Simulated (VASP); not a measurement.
# La in VASP: notebook, part 2 of 2

VASP 6.6.1.

## 5. Single point, PBEsol (the cell strained at random)

The input, INCAR:

```
SYSTEM = La
PREC = Accurate
ENCUT = 520
EDIFF = 1E-6
ISMEAR = -1
SIGMA = 0.05
LREAL = .False.
LASPH = .True.
NELM = 80
ALGO = Fast
ISIF = 2
LWAVE = .False.
LCHARG = .False.
GGA = PS
NBANDS = 12
```

The input, KPOINTS:

```
regular mesh
0
Gamma
  9 9 9
  0 0 0
```

The input, POSCAR:

```
La
1.0
   -2.1044780000      2.1793380000      2.1245200000
    2.1382030000     -2.1291200000      2.1080260000
    2.0847550000      2.1093970000     -2.0743020000
La
1
Direct
   -0.0161300000     -0.0171580000     -0.0149420000
```

Potentials or basis: VASP PAW PBE potentials, release 64 (La).

Started as:

```
$ cat potpaw_PBE.64/La/POTCAR > POTCAR
$ mpirun -np 1 vasp_std > vasp.out
```

OUTCAR:

```text
SYSTEM = La
   PREC = Accurate
   ENCUT = 520
   EDIFF = 1E-6
   ISMEAR = -1
   LREAL = .False.
   LASPH = .True.
   NELM = 80
   ISIF = 2
   GGA = PS

 ion  position               nearest neighbor table
   1  0.984  0.983  0.985-

  LATTYP: Found a triclinic cell.
 ALAT       =     5.9915519009
 B/A-ratio  =     0.6040477291
 C/A-ratio  =     1.0058694186
 COS(alpha) =     0.0040773726
 COS(beta)  =     0.5090126786
 COS(gamma) =     0.8113452093

  Lattice vectors:

 A1 = (  -4.2032350000,  -4.2690120000,  -0.0839420000)
 A2 = (  -2.0847550000,  -2.1093970000,   2.0743020000)
 A3 = (  -4.2566830000,  -0.0304950000,  -4.2662700000)

Analysis of symmetry for initial positions (statically):
=====================================================================
 Subroutine PRICEL returns:
 Original cell was already a primitive cell.

 Routine SETGRP: Setting up the symmetry group for a
 triclinic supercell.

 Subroutine GETGRP returns: Found  2 space group operations
 (whereof  1 operations were pure point group operations)
[... 163 lines left out ...]

 E-fermi :   7.4336     XC(G=0):  -9.5563

 val. band max:        7.4318698465   @ k =   0.2222   0.4444   0.1111
 cond. band min:       7.4336775211   @ k =   0.2222  -0.1111   0.3333
 fundamental gap:      0.0018076746
 Fermi energy:         7.4335947079

 k-point     1 :       0.0000    0.0000    0.0000
  band No.  band energies     occupation
      1     -25.4768      2.00000
      2      -8.4832      2.00000
      3      -8.4669      2.00000
      4      -8.4199      2.00000
      5       4.1724      2.00000
      6       8.6796      0.00000
      7       8.8922      0.00000
      8       8.9168      0.00000
      9       8.9392      0.00000
     10       8.9428      0.00000
     11       9.4927      0.00000
     12       9.6371      0.00000
[... 331 lines left out ...]
 k-point    24 :      -0.0000    0.3333    0.0000
  band No.  band energies     occupation
      1     -25.3441      2.00000
      2      -9.4299      2.00000
      3      -8.7524      2.00000
      4      -8.4609      2.00000
      5       5.7668      2.00000
      6       7.4040      1.28729
      7       8.3765      0.00000
      8       8.9287      0.00000
      9       9.2351      0.00000
     10       9.3545      0.00000
     11       9.4669      0.00000
     12       9.5654      0.00000

 [... further k-points ...]
[... 5 lines left out ...]
  --------------------------------------------------------------------------------------
  -------------------------------------------------------------------------------------
  Total       -0.6657651     -0.5099578     -0.6388443      0.0173045     -0.0347757     -0.0259303
  in kB      -27.8363095    -21.3218476    -26.7107239      0.7235198     -1.4540074     -1.0841713
  external PRESSURE =     -25.2896270 kB  Pullay stress =       0.0000000 kB

 VOLUME and BASIS-vectors are now :
 -----------------------------------------------------------------------------
  energy-cutoff  :      520.00
  volume of cell :       38.32
      direct lattice vectors                 reciprocal lattice vectors
    -2.104478000  2.179338000  2.124520000    -0.000788785  0.230430814  0.233536700
     2.138203000 -2.129120000  2.108026000     0.234921079 -0.001664446  0.234412307
     2.084755000  2.109397000 -2.074302000     0.237932545  0.234317943 -0.004675969

 POSITION                                       TOTAL-FORCE (eV/Angst)
 -----------------------------------------------------------------------------------
      2.08459      2.12948      2.11880         0.000000     -0.000000      0.000000
 -----------------------------------------------------------------------------------
    total drift:                                0.000003      0.000002     -0.000003

  FREE ENERGIE OF THE ION-ELECTRON SYSTEM (eV)
  ---------------------------------------------------
  free  energy   TOTEN  =        -5.1932575971 eV

  energy  without entropy=       -5.1668706009  energy(sigma->0) =       -5.18006410
```

OSZICAR:

```text
N       E                     dE             d eps       ncg     rms          rms(c)
DAV:   1     0.987271889525E+02    0.98727E+02   -0.37214E+03  8792   0.114E+03
DAV:   2     0.806601923876E+00   -0.97921E+02   -0.94297E+02 11520   0.179E+02
DAV:   3    -0.490683451337E+01   -0.57134E+01   -0.55188E+01 12288   0.757E+01
[... 16 lines left out ...]
RMM:  20    -0.519325136706E+01   -0.25803E-05   -0.19859E-05 11777   0.276E-02    0.996E-03
RMM:  21    -0.519325406460E+01   -0.26975E-05   -0.20804E-05 11648   0.310E-02    0.642E-03
RMM:  22    -0.519325597865E+01   -0.19140E-05   -0.15686E-05 11809   0.324E-02    0.429E-03
RMM:  23    -0.519325740939E+01   -0.14307E-05   -0.13254E-05 11246   0.259E-02    0.478E-03
RMM:  24    -0.519325759705E+01   -0.18767E-06   -0.71621E-06 10781   0.215E-02
   1 F= -.51932576E+01 E0= -.51800641E+01  d E =-.263870E-01
```

stdout:

```text
POSCAR found type information on POSCAR La
 POSCAR found :  1 types and       1 ions
 scaLAPACK will be used
 -----------------------------------------------------------------------------
|                                                                             |
|                                                                             |
|     You enforced a specific xc type in the INCAR file but a different       |
|     I HOPE YOU KNOW WHAT YOU ARE DOING!                                     |
|                                                                             |
 -----------------------------------------------------------------------------

 LDA part: xc-table for (Slater+PW92), standard interpolation
 POSCAR, INCAR and KPOINTS ok, starting setup
 FFT: planning ... GRIDC
 FFT: planning ... GRID_SOFT
 FFT: planning ... GRID
 WAVECAR not read
 entering main loop
WARNING in EDDRMM: call to ZHEGV failed, returncode =   6  3      7
WARNING in EDDRMM: call to ZHEGV failed, returncode =   6  3      6
WARNING in EDDRMM: call to ZHEGV failed, returncode =   6  3      9
WARNING in EDDRMM: call to ZHEGV failed, returncode =   6  3      5
```

Wall time 3.3 min (1 thread of Intel Xeon Platinum 8488C (Sapphire Rapids), shared host); peak memory 0.33 GiB.

What came out:

```
Free energy : -5.1933 eV
Pressure    : -2.5 GPa
```

Caveat: the cell differs from its parent crystal (the cell strained at random); the PAW data sets were made with another functional, which shifts forces and pressure a little; spin-orbit coupling is left out, which moves the levels of the heavy elements.

## 6. Summary

```tsv
cell	gap on the mesh (eV)	pressure (GPa)
a = 3.629 Å, angles 109.5°, 1 atom	none	-1.7
a = 3.654 Å, angles 109.5°, 1 atom	none	-2.1
a = 3.751 Å, angles 109.5°, 1 atom	none	-3.6
a = 3.700, b = 3.681, c = 3.619 Å, angles 109.3, 108.3, 110.0°, 1 atom	none	-2.5
```

Alike in all rows: task single point; level PBEsol; potentials or basis VASP PAW PBE potentials, release 64 (La); no spin polarisation; k mesh 9 × 9 × 9; cutoff (eV) 520; smearing fermi-dirac 0.05 eV.

Caveats: the PAW data sets were made with another functional, which shifts forces and pressure a little; spin-orbit coupling is left out, which moves the levels of the heavy elements.

Total energies depend on the potentials used, so only differences within one code and one set of settings carry meaning.
